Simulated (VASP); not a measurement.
Write the native input for VASP 6.6.1 that does the following.

| Quantity | Value |
| --- | --- |
| Task | single point |
| Functional | PBEsol |
| Potentials or basis | VASP PAW PBE potentials, release 64 (Sn_d) |
| Cutoff | 520 eV |
| k mesh | 11 × 11 × 11 |
| Occupations | fermi-dirac, width 0.1 eV |
| Spin | no spin polarisation |
| Dipole correction | no |
| Further INCAR settings | ALGO = Normal; EDIFF = 1e-06; NBANDS = 13 |

The structure of Sn lies in POSCAR:

```
Sn
1.0
   -1.9408790948      1.9408790948      1.9408790948
    1.9408790948     -1.9408790948      1.9408790948
    1.9408790948      1.9408790948     -1.9408790948
Sn
1
Direct
    0.0000000000      0.0000000000      0.0000000000
```

The input as run:

INCAR

```
PREC     = Accurate       # precision mode
ENCUT    = 520            # plane-wave cutoff, eV
EDIFF    = 1E-6           # SCF threshold, eV
ISMEAR   = -1             # smearing method
SIGMA    = 0.1            # smearing width, eV
LREAL    = F              # projectors in reciprocal space
LASPH    = T              # aspherical terms in the spheres
NELM     = 80             # most SCF steps
ALGO     = Normal         # electronic algorithm
ISIF     = 2              # what is computed and relaxed
LWAVE    = F              # write WAVECAR
LCHARG   = T              # write CHGCAR
GGA      = PS             # functional
LELF     = T              # ELF
LVHAR    = T            
NBANDS   = 13             # bands
```

KPOINTS

```
Automatic mesh
0
Gamma
  11 11 11
```

Potentials or basis: VASP PAW PBE potentials, release 64 (Sn_d).

Run with:

```bash
$ cat potpaw_PBE.64/Sn_d/POTCAR > POTCAR
$ mpirun -np 1 vasp_std > vasp.out
```

Results of the run:

* Pressure: -4.6 GPa
* Band gap on the k mesh: zero (band 7 reaches 14.37 eV, above the bottom of band 8 at 4.92 eV)

Caveat: the PAW data sets were made with another functional, which shifts forces and pressure a little; spin-orbit coupling is left out, which moves the levels of the heavy elements.

It took 29 s on 1 thread of AMD EPYC 7R43 64-Core Processor (Zen 3) (shared host), peak memory 0.13 GiB.
